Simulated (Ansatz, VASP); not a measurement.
# Ge2SbO: VASP beside Ansatz

```
CELL_PARAMETERS angstrom
3.13400 0.00000 0.00000
-1.56700 2.71412 0.00000
0.00000 0.00000 9.68650
ATOMIC_POSITIONS crystal
Ge 0.00000 0.00000 0.31531
Ge 0.00000 0.00000 0.68469
Sb 0.00000 0.00000 0.00000
O 0.00000 0.00000 0.50000
```

Alike in both runs: functional PBE; k mesh 6 × 6 × 4; occupations gaussian, width 0.1 eV; no spin polarisation.

Ansatz relaxed the structure, and its values are those at the end. VASP's run is a single point on that final structure, the one shown.

|  | VASP | Ansatz |
| --- | --- | --- |
| version | VASP 6.6.1 | Ansatz 0.2.0 |
| potentials or method | VASP PAW PBE potentials, release 64 (Ge_d, Sb, O), cutoff 520 eV | scalar-relativistic, plane waves, PAW |
| valence electrons in the cell | 39 | 49 |

|  | VASP | Ansatz | Ansatz less VASP |
| --- | --- | --- | --- |
| gap on the k mesh at the Fermi level (eV) | none | none | - |
| pressure (GPa) | 0.0 | 0.1 | +0.08 |
| rms of the force components (eV/Å) | 0.004 | 0.003 | -0.0005 |

A gap of «none» marks a metal or a gap that the smearing closes. VASP's potentials hold 39 valence electrons a cell and Ansatz's 49, so a difference there can come from the potentials and not from the codes.

The k mesh is coarse, so the values compare programs but aren't converged. Neither program's run includes spin-orbit coupling.
